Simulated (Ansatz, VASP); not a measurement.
## Two plane-wave programs on Zr

```xyz
2
Lattice="3.2464 0.0000 0.0000 -1.6232 2.8114 0.0000 0.0000 0.0000 5.1500" Properties=species:S:1:pos:R:3 pbc="T T T"
Zr    0.0000    1.8743    1.2875
Zr    1.6232    0.9371    3.8625
```

Alike in both runs: task single point; functional r2SCAN; k mesh 12 × 12 × 7; occupations gaussian, width 0.1 eV; no spin polarisation.

|  | VASP | Ansatz |
| --- | --- | --- |
| version | VASP 6.6.1 | Ansatz 0.2.0 |
| potentials or method | VASP PAW PBE potentials, release 64 (Zr_sv), cutoff 520 eV | scalar-relativistic, plane waves, PAW |
| valence electrons in the cell | 24 | 24 |

VASP gave:

* gap on the k mesh at the Fermi level (eV): none
* pressure (GPa): 0.1
* traceless stress, the component that is largest in VASP (GPa): 0.09

Q: What did Ansatz give for the same quantities?

A: gap on the k mesh at the Fermi level (eV): none; pressure (GPa): 0.1; traceless stress, the component that is largest in VASP (GPa): 0.10.

VASP's potentials were made for PBE, not for r2SCAN. A gap of «none» marks a metal or a gap that the smearing closes.
